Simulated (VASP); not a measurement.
Set up this calculation in VASP 6.6.1, as the native input.

```
Task                   : single point
Functional             : PBEsol
Potentials or basis    : VASP PAW PBE potentials, release 64 (Mg, Ti_sv, S)
Cutoff                 : 520 eV
k mesh                 : 4 × 4 × 4
Occupations            : fermi-dirac, width 0.03 eV
Spin                   : no spin polarisation
Dipole correction      : no
Further INCAR settings : ALGO = Normal; EDIFF = 1e-06; NBANDS = 24
```

The structure of MgTiS3 lies in POSCAR:

```
MgTiS3
1.0
    4.6474205374      0.0000000000      0.0000000000
    0.0000000000      4.6474205374      0.0000000000
    0.0000000000      0.0000000000      4.6474205374
Mg Ti S
1 1 3
Direct
    0.0000000000      0.0000000000      0.0000000000
    0.5000000000      0.5000000000      0.5000000000
    0.5000000000      0.5000000000      0.0000000000
    0.5000000000      0.0000000000      0.5000000000
    0.0000000000      0.5000000000      0.5000000000
```

The input as run:

INCAR

```
SYSTEM = MgTiS3
ALGO = Normal
EDIFF = 1E-6
ENCUT = 520
GGA = PS
ISIF = 2
ISMEAR = -1
LASPH = .TRUE.
LCHARG = .FALSE.
LREAL = .FALSE.
LWAVE = .FALSE.
NBANDS = 24
NELM = 100
PREC = Accurate
SIGMA = 0.03
```

KPOINTS

```
k-points
0
G
  4 4 4
  0 0 0
```

Potentials or basis: VASP PAW PBE potentials, release 64 (Mg, Ti_sv, S).

Run with:

```sh
$ cat potpaw_PBE.64/Mg/POTCAR potpaw_PBE.64/Ti_sv/POTCAR potpaw_PBE.64/S/POTCAR > POTCAR
$ mpirun -np 1 vasp_std > vasp.out
```

It gave:

The pressure is 0.0 GPa and the band gap on the k mesh is zero (band 16 reaches 5.13 eV, above the bottom of band 17 at 4.39 eV).

Caveat: the PAW data sets were made with another functional, which shifts forces and pressure a little.

Wall time 38 s on 1 thread of AMD EPYC 7R13 Processor (Zen 3), with other jobs on the host, peak memory 0.18 GiB.
